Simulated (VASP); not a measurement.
# AlAs in VASP: single point with PBE+D3(BJ)

Aim: the single point of AlAs with PBE+D3(BJ).

Program: VASP 6.6.1. These are calculated values, not measurements. Logs are shortened: lines on timing, memory, paths and dates and some standing lists are left out, and cuts for length are marked.

## (1) The cell of the first run

The cell holds a slab with vacuum, 16 atoms: a = 8.010 Å, b = 5.664 Å, c = 24.008 Å, α = 90.00°, β = 90.00°, γ = 90.00°.

## (2) Single point, PBE+D3(BJ)

Input file INCAR:

```
PREC     = Accurate       # precision mode
ENCUT    = 520            # plane-wave cutoff, eV
EDIFF    = 1E-6           # SCF threshold, eV
ISMEAR   = 0              # smearing method
SIGMA    = 0.05           # smearing width, eV
LREAL    = Auto         
LASPH    = True           # aspherical terms in the spheres
NELM     = 100            # most SCF steps
ALGO     = Normal         # electronic algorithm
ISIF     = 2              # what is computed and relaxed
LWAVE    = False          # write WAVECAR
LCHARG   = False          # write CHGCAR
LDIPOL   = True         
IDIPOL   = 3            
DIPOL    = 0.5 0.5 0.459
GGA      = PE             # functional
IVDW     = 12             # dispersion correction
NBANDS   = 46             # bands
```

Input file KPOINTS:

```
regular mesh
0
Gamma
  2 3 1
```

Input file POSCAR:

```
AlAs
1.0
    8.0103882437      0.0000000000      0.0000000000
    0.0000000000      5.6641998470      0.0000000000
    0.0000000000      0.0000000000     24.0077911828
Al As
8 8
Direct
    0.2500000000      0.5000000000      0.3332251575
    0.7500000000      0.5000000000      0.3332251575
    0.5000000000      0.0000000000      0.4166396227
    0.0000000000      0.0000000000      0.4166396227
    0.7543520884      0.5164588291      0.5074759853
    0.2455034484      0.4837162282      0.4977350241
    0.0102224980      0.0257034656      0.5847247933
    0.5128399924     -0.0873237559      0.5695336251
    0.5000000000      0.2500000000      0.3332251575
    0.0000000000      0.2500000000      0.3332251575
    0.7500000000      0.7500000000      0.4166396227
    0.2500000000      0.7500000000      0.4166396227
   -0.0061610487      0.2479160034      0.4983801826
    0.5022360425      0.2466754107      0.5043586944
    0.2380494479      0.7167258245      0.5840432000
    0.7704727128      0.7385967028      0.5983043853
```

Potentials or basis: VASP PAW PBE potentials, release 64 (Al, As).

Run with:

```
cat potpaw_PBE.64/Al/POTCAR potpaw_PBE.64/As/POTCAR > POTCAR
mpirun -np 1 vasp_std > vasp.out
```

OUTCAR:

```text
PREC = Accurate
   ENCUT = 520
   EDIFF = 1E-6
   ISMEAR = 0
   LREAL = Auto
   LASPH = True
   NELM = 100
   ISIF = 2
   GGA = PE
   IVDW = 12
 IVDW          = 12

 ion  position               nearest neighbor table
   1  0.250  0.500  0.333-   9 2.45  10 2.45  12 2.45
   2  0.750  0.500  0.333-   9 2.45  10 2.45  11 2.45
   3  0.500  0.000  0.417-  11 2.45  12 2.45   9 2.45  14 2.53
   4  0.000  0.000  0.417-  13 2.41  12 2.45  11 2.45  10 2.45
   5  0.754  0.516  0.507-  13 2.46  16 2.52  14 2.53  11 2.55   8 3.32
   6  0.246  0.484  0.498-  13 2.42  15 2.46  14 2.46  12 2.46
   7  0.010  0.026  0.585-  13 2.43  15 2.53  16 2.54
   8  0.513  0.913  0.570-  16 2.39  14 2.46  15 2.49   5 3.32
   9  0.500  0.250  0.333-   1 2.45   2 2.45   3 2.45
  10  0.000  0.250  0.333-   1 2.45   2 2.45   4 2.45
  11  0.750  0.750  0.417-   3 2.45   4 2.45   2 2.45   5 2.55
  12  0.250  0.750  0.417-   3 2.45   4 2.45   1 2.45   6 2.46
  13  0.994  0.248  0.498-   4 2.41   6 2.42   7 2.43   5 2.46
  14  0.502  0.247  0.504-   8 2.46   6 2.46   3 2.53   5 2.53
  15  0.238  0.717  0.584-   6 2.46   8 2.49   7 2.53
  16  0.770  0.739  0.598-   8 2.39   5 2.52   7 2.54

  LATTYP: Found a simple orthorhombic cell.
 ALAT       =     5.6641998470
 B/A-ratio  =     1.4142135624
 C/A-ratio  =     4.2385141470

  Lattice vectors:

 A1 = (   0.0000000000,  -5.6641998470,   0.0000000000)
 A2 = (   8.0103882437,   0.0000000000,   0.0000000000)
 A3 = (   0.0000000000,   0.0000000000,  24.0077911828)

Analysis of symmetry for initial positions (statically):
=====================================================================
 Subroutine PRICEL returns:
 Original cell was already a primitive cell.

 Routine SETGRP: Setting up the symmetry group for a
 simple orthorhombic supercell.

 Subroutine GETGRP returns: Found  1 space group operations
 (whereof  1 operations were pure point group operations)
 out of a pool of  8 trial point group operations.

The static configuration has the point symmetry C_1 .

Analysis of symmetry for dynamics (positions and initial velocities):
=====================================================================
 Subroutine PRICEL returns:
 Original cell was already a primitive cell.

 Routine SETGRP: Setting up the symmetry group for a
 simple orthorhombic supercell.

 Subroutine GETGRP returns: Found  1 space group operations
 (whereof  1 operations were pure point group operations)
 out of a pool of  8 trial point group operations.

The dynamic configuration has the point symmetry C_1 .

 Subroutine INISYM returns: Found  1 space group operations
 (whereof  1 operations are pure point group operations),
 and found     1 'primitive' translations

----------------------------------------------------------------------------------------

                                     Primitive cell

  volume of cell :    1089.2921

  direct lattice vectors                    reciprocal lattice vectors
     8.010388244  0.000000000  0.000000000     0.124837894  0.000000000  0.000000000
     0.000000000  5.664199847  0.000000000     0.000000000  0.176547443  0.000000000
     0.000000000  0.000000000 24.007791183     0.000000000  0.000000000  0.041653145

  length of vectors
     8.010388244  5.664199847 24.007791183     0.124837894  0.176547443  0.041653145

  position of ions in fractional coordinates (direct lattice)
     0.250000000  0.500000000  0.333225158
     0.750000000  0.500000000  0.333225158
     0.500000000  0.000000000  0.416639623
     0.000000000  0.000000000  0.416639623
     0.754352088  0.516458829  0.507475985
     0.245503448  0.483716228  0.497735024
[... 8 lines left out ...]
     0.238049448  0.716725825  0.584043200
     0.770472713  0.738596703  0.598304385

  ion indices of the primitive-cell ions
   primitive index   ion index
                 1           1
                 2           2
                 3           3
                 4           4
                 5           5
                 6           6
[... 8 lines left out ...]
                15          15
                16          16

----------------------------------------------------------------------------------------

 KPOINTS: regular mesh

Automatic generation of k-mesh.
 Grid dimensions read from file:
 generate k-points for:    2    3    1

 Generating k-lattice:

  Cartesian coordinates                     Fractional coordinates (reciprocal lattice)
     0.062418947  0.000000000  0.000000000     0.500000000  0.000000000  0.000000000
     0.000000000  0.058849148  0.000000000     0.000000000  0.333333333  0.000000000
     0.000000000  0.000000000  0.041653145     0.000000000  0.000000000  1.000000000

  Length of vectors
     0.062418947  0.058849148  0.041653145

  Shift w.r.t. Gamma in fractional coordinates (k-lattice)
     0.000000000  0.000000000  0.000000000

 Subroutine IBZKPT returns following result:
 ===========================================

 Found      4 irreducible k-points:

 Following reciprocal coordinates:
            Coordinates               Weight
  0.000000  0.000000  0.000000      1.000000
  0.500000  0.000000  0.000000      1.000000
  0.000000  0.333333  0.000000      2.000000
  0.500000  0.333333  0.000000      2.000000
   k-points           NKPTS =      4   k-points in BZ     NKDIM =      4   number of bands    NBANDS=     46
   number of dos      NEDOS =    301   number of ions     NIONS =     16
   total plane-waves  NPLWV = 453600
   dimension x,y,z NGX =    60 NGY =   42 NGZ =  180
   dimension x,y,z NGXF=   120 NGYF=   84 NGZF=  360
   ions per type =               8   8
   NGX,Y,Z   is equivalent  to a cutoff of  12.45, 12.33, 12.46 a.u.
   NGXF,Y,Z  is equivalent  to a cutoff of  24.90, 24.65, 24.93 a.u.
 SYSTEM =  unknown system
   PREC   = accura    normal or accurate (medium, high low for compatibility)
   ISTART =      0    job   : 0-new  1-cont  2-samecut
   ICHARG =      2    charge: 1-file 2-atom 10-const
   ISPIN  =      1    spin polarized calculation?
   LNONCOLLINEAR =      F non collinear calculations
   LSORBIT =      F    spin-orbit coupling
   LASPH  =      T    aspherical Exc in radial PAW
   ENCUT  =  520.0 eV  38.22 Ry    6.18 a.u.  14.89 10.53 44.64*2*pi/ulx,y,z
   NELM   =    100;   NELMIN=  2; NELMDL= -5     # of ELM steps
   EDIFF  = 0.1E-05   stopping-criterion for ELM
   LREAL  =      T    real-space projection
   EDIFFG = 0.1E-04   stopping-criterion for IOM
   NSW    =      0    number of steps for IOM
   IBRION =     -1    ionic relax: 0-MD 1-quasi-New 2-CG
   NFREE  =      0    steps in history (QN), initial steepest desc. (CG)
   ISIF   =      2    stress and relaxation
   ISYM   =      2    0-nonsym 1-usesym 2-fastsym
   POTIM  = 0.5000    time-step for ionic-motion
   TEBEG  =    0.0;   TEEND  =   0.0 temperature during run
   PSTRESS=    0.0 pullay stress
   NELECT =      64.0000    total number of electrons
   NUPDOWN=      -1.0000    fix difference up-down
   EMIN   =  10.00;   EMAX   =-10.00  energy-range for DOS
   EFERMI =   0.00;   METHOD = LEGACY
   ISMEAR =     0;   SIGMA  =   0.05  broadening in eV -4-tet -1-fermi 0-gaus
   EFERMI_NEDOS =   21; number of points for ismear=-14 and -15
   IALGO  =     38    algorithm
   IMIX   =      4    mixing-type and parameters
     AMIX     =   0.40;   BMIX     =  1.00
     AMIX_MAG =   1.60;   BMIX_MAG =  1.00
  volume/ion in A,a.u.               =      68.08       459.43
  Fermi-wavevector in a.u.,A,eV,Ry     =   0.636434  1.202686  5.511016  0.405048
  Thomas-Fermi vector in A             =   1.701103
   LORBIT       =      0    0 simple, 1 ext, 2 COOP (PROOUT), +10 PAW based schemes
   GGA     = PE    functional components
   LHFCALC =     F    Hartree Fock is set to
   AEXX    =    0.0000 exact exchange contribution
   IVDW    =    12    specifies the selected vdW correction
   LEPSILON=     F    determine dielectric tensor
   LRPA    =     F    only Hartree local field effects (RPA)
 non-spin polarized calculation
 Gauss-broadening in eV      SIGMA  =   0.05
  energy-cutoff  :      520.00
  volume of cell :     1089.29
 maximum number of plane-waves:     29398
 NGX is ok and might be reduce to    60
   NGX = 29   NGY = 21   NGZ = 89

 number of electron      64.0000004 magnetization

 dipolmoment           0.000000      0.000000      0.056928 electrons x Angstroem

 Free energy of the ion-electron system (eV)
  ---------------------------------------------------
  ext. energy  EPLUGINS =         0.00000000
  ---------------------------------------------------
  free energy    TOTEN  =       -68.59609340 eV

  energy without entropy =      -68.59609340  energy(sigma->0) =      -68.59609340

 E-fermi :  -1.7241     XC(G=0):  -3.6911

 val. band max:       -1.9553825773   @ k =   0.0000   0.0000   0.0000
 cond. band min:      -1.2479561041   @ k =   0.0000   0.0000   0.0000
 fundamental gap:      0.7074264733
 Fermi energy:        -1.7241226199

 k-point     1 :       0.0000    0.0000    0.0000
  band No.  band energies     occupation
      1     -13.4802      2.00000
      2     -12.6167      2.00000
      3     -12.2730      2.00000
      4     -12.2504      2.00000
      5     -11.7833      2.00000
      6     -11.6786      2.00000
[... 36 lines left out ...]
     43       1.3257      0.00000
     44       1.6797      0.00000

 k-point     2 :       0.5000    0.0000    0.0000
  band No.  band energies     occupation
      1     -13.1724      2.00000
      2     -13.0191      2.00000
      3     -12.3416      2.00000
      4     -12.2552      2.00000
      5     -11.7158      2.00000
      6     -11.5938      2.00000
[... 36 lines left out ...]
     43       2.0074      0.00000
     44       2.0866      0.00000

 k-point     3 :       0.0000    0.3333    0.0000
  band No.  band energies     occupation
      1     -13.1673      2.00000
      2     -12.5750      2.00000
      3     -12.2119      2.00000
      4     -12.2026      2.00000
      5     -12.0777      2.00000
      6     -11.9161      2.00000
[... 36 lines left out ...]
     43       1.6155      0.00000
     44       1.7704      0.00000

 k-point     4 :       0.5000    0.3333    0.0000
  band No.  band energies     occupation
      1     -12.9068      2.00000
      2     -12.7538      2.00000
      3     -12.3689      2.00000
      4     -12.2357      2.00000
      5     -11.9011      2.00000
      6     -11.7721      2.00000
[... 36 lines left out ...]
     43       2.2919      0.00000
     44       2.4510      0.00000
 [bands above 44 left out]

------------------------ aborting loop because EDIFF is reached ----------------------------------------

 vacuum level on the upper side and lower side of the slab       (xc-potential included)         0.007        -0.209

 Edisp (eV)   -3.57892

 E8    (eV) :    -1.6225

  FORCE on cell =-STRESS in cart. coord.  units (eV):
  Direction    XX          YY          ZZ          XY          YZ          ZX
  --------------------------------------------------------------------------------------
  -------------------------------------------------------------------------------------
  Total      -3.49987    -6.76948    -1.10676    -0.78528     1.32397     0.00399
  in kB      -5.14776    -9.95684    -1.62786    -1.15502     1.94735     0.00588
  external pressure =       -5.58 kB  Pullay stress =        0.00 kB

 VOLUME and BASIS-vectors are now :
 -----------------------------------------------------------------------------
  energy-cutoff  :      520.00
  volume of cell :     1089.29
      direct lattice vectors                 reciprocal lattice vectors
     8.010388244  0.000000000  0.000000000     0.124837894  0.000000000  0.000000000
     0.000000000  5.664199847  0.000000000     0.000000000  0.176547443  0.000000000
     0.000000000  0.000000000 24.007791183     0.000000000  0.000000000  0.041653145

 POSITION                                       TOTAL-FORCE (eV/Angst)
 -----------------------------------------------------------------------------------
      2.00260      2.83210      8.00000         0.065776     -0.928340      1.246825
      6.00779      2.83210      8.00000        -0.063965     -1.004116      1.371708
      4.00519      0.00000     10.00260         0.147103      0.490165      0.316002
      0.00000      0.00000     10.00260        -0.127528     -0.051454     -0.171569
      6.04265      2.92533     12.18338        -0.129265      0.039616     -0.172744
      1.96658      2.73987     11.94952         0.109883      0.297606      0.282167
[... 8 lines left out ...]
      1.90687      4.05968     14.02159         0.426687      0.530628      0.612720
      6.17179      4.18356     14.36397         0.124110      0.059290      0.165998
 -----------------------------------------------------------------------------------
    total drift:                                0.017384      0.001912     -0.029323

  FREE ENERGIE OF THE ION-ELECTRON SYSTEM (eV)
  ---------------------------------------------------
  free  energy   TOTEN  =       -72.1750097267 eV

  energy  without entropy=      -72.1750097267  energy(sigma->0) =      -72.17500973

 vacuum level on the upper side and lower side of the slab         2.981         2.761
```

Wall time 6.8 min (1 thread of Intel Xeon Platinum 8375C at 2.90GHz (Ice Lake), shared host); peak memory 0.87 GiB.

What came out:

| Item | Value |
| --- | --- |
| Free energy | -72.1750 eV |
| Largest force | 1.760 eV/Å |
| Band gap on the k mesh | 0.71 eV |
| Dispersion energy per atom | -0.224 eV |

Forces in eV/Å, atoms in the order of the input:
```
Al   0.066 -0.928  1.247
Al  -0.064 -1.004  1.372
Al   0.147  0.490  0.316
Al  -0.128 -0.051 -0.172
Al  -0.129  0.040 -0.173
Al   0.110  0.298  0.282
Al   0.018 -1.417 -1.043
Al  -0.691 -0.047 -0.160
As  -0.022  0.285 -1.221
As   0.006  0.284 -1.123
As  -0.039  0.290 -0.077
As   0.041  0.460 -0.521
As  -0.100  0.490  0.503
As   0.234  0.222 -0.010
As   0.427  0.531  0.613
As   0.124  0.059  0.166
```

Caveat: semilocal functionals underestimate gaps, and a narrow one can read as zero.
